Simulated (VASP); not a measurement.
Wanted: the native input for a VASP 6.6.1 run.

```yaml
Task: single point
Functional: PBE
Potentials_or_basis: VASP PAW PBE potentials, release 64 (Ni)
Cutoff: 520 eV
k_mesh: 8 × 13 × 10
Occupations: fermi-dirac, width 0.05 eV
Spin: no spin polarisation
Dipole_correction: no
Further_INCAR_settings: ALGO = Normal; EDIFF = 1e-07; NBANDS = 17; ISYM = 0
```

The structure of Ni lies in POSCAR:

```
Ni
1.0
   -1.7673500000     -3.5347000000     -1.7673500000
   -1.7673500000      0.0000000000     -1.7673500000
    1.7673500000      0.0000000000     -1.7673500000
Ni
2
Direct
    0.0000000000      0.0000000000      0.0000000000
    0.5000000000      0.0000000000      0.5000000000
```

These files were run (other wordings do the same):

INCAR

```
SYSTEM = Ni
PREC = Accurate ; ENCUT = 520
EDIFF = 1E-7 ; ISMEAR = -1
SIGMA = 0.05 ; LREAL = .False.
LASPH = .True. ; NELM = 100
ALGO = Normal ; ISIF = 2
LWAVE = .False. ; LCHARG = .False.
GGA = PE ; NBANDS = 17
ISYM = 0
```

KPOINTS

```
regular mesh
0
Gamma
  8 13 10
  0 0 0
```

Potentials or basis: VASP PAW PBE potentials, release 64 (Ni).

Launch:

```bash
$ cat potpaw_PBE.64/Ni/POTCAR > POTCAR
$ mpirun -np 1 vasp_std > vasp.out
```

It gave:

The pressure is -3.7 GPa and the band gap on the k mesh is zero (band 10 reaches 9.15 eV, above the bottom of band 11 at 8.46 eV).

Caveat: the run has no spin polarisation, though such a crystal can be magnetic.

It took 90 s on 1 thread of Intel(R) Xeon(R) Platinum 8375C CPU @ 2.90GHz (Ice Lake), on a shared host, peak memory 0.27 GiB.
